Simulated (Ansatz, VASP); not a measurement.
# MgO: VASP beside Ansatz

Contents of INCAR:

```
SYSTEM = MgO
  PREC = Accurate
  ENCUT = 520
  EDIFF = 1E-6
  ISMEAR = 0
  SIGMA = 0.05
  LREAL = .False.
  LASPH = .True.
  NELM = 60
  ALGO = Normal
  ISIF = 2
  LWAVE = .False.
  LCHARG = .False.
  GGA = PS
  NBANDS = 11
```

Contents of KPOINTS:

```
Automatic mesh
0
Gamma
  10 10 10
  0 0 0
```

The input POSCAR:

```
MgO
1.0
   -0.2224402379      2.0019621410      2.0019621410
    2.0019621410     -0.2224402379      2.0019621410
    2.0019621410      2.0019621410     -0.2224402379
Mg O
1 1
Direct
    0.0000000000      0.0000000000      0.0000000000
    0.5000000000      0.5000000000      0.5000000000
```

Input for Ansatz:

```yaml
crystal:
  lattice:
    - [-0.2224402379, 2.001962141, 2.001962141]
    - [2.001962141, -0.2224402379, 2.001962141]
    - [2.001962141, 2.001962141, -0.2224402379]
  atoms:
    - { symbol: Mg, position: [0.0, 0.0, 0.0] }
    - { symbol: O, position: [0.5, 0.5, 0.5] }
basis:
  ecutwfc: 420
kpoints:
  mp_grid: { grid: [10, 10, 10] }
hamiltonian:
  xc: pbesol
scf:
  occupations: { method: gaussian, width: 0.05 }
output:
  forces: true
  stress: true
  eigenvalues: true
```

Alike in both runs: task single point; functional PBEsol; k mesh 10 × 10 × 10; occupations gaussian, width 0.05 eV; no spin polarisation.

|  | VASP | Ansatz |
| --- | --- | --- |
| version | VASP 6.6.1 | Ansatz 0.2.0 |
| potentials or method | VASP PAW PBE potentials, release 64 (Mg, O), cutoff 520 eV | scalar-relativistic, plane waves, PAW |
| valence electrons in the cell | 8 | 16 |

```csv
,VASP,Ansatz,Ansatz less VASP
gap on the k mesh at the Fermi level (eV),3.68,3.68,+0.003
least direct gap on the mesh (eV),3.68,3.68,+0.003
pressure (GPa),-0.4,0.1,+0.53
"traceless stress, the component that is largest in VASP (GPa)",11.68,11.60,-0.078
```

VASP's potentials were made for PBE, not for PBEsol. VASP's potentials hold 8 valence electrons a cell and Ansatz's 16, so a difference there can come from the potentials and not from the codes.
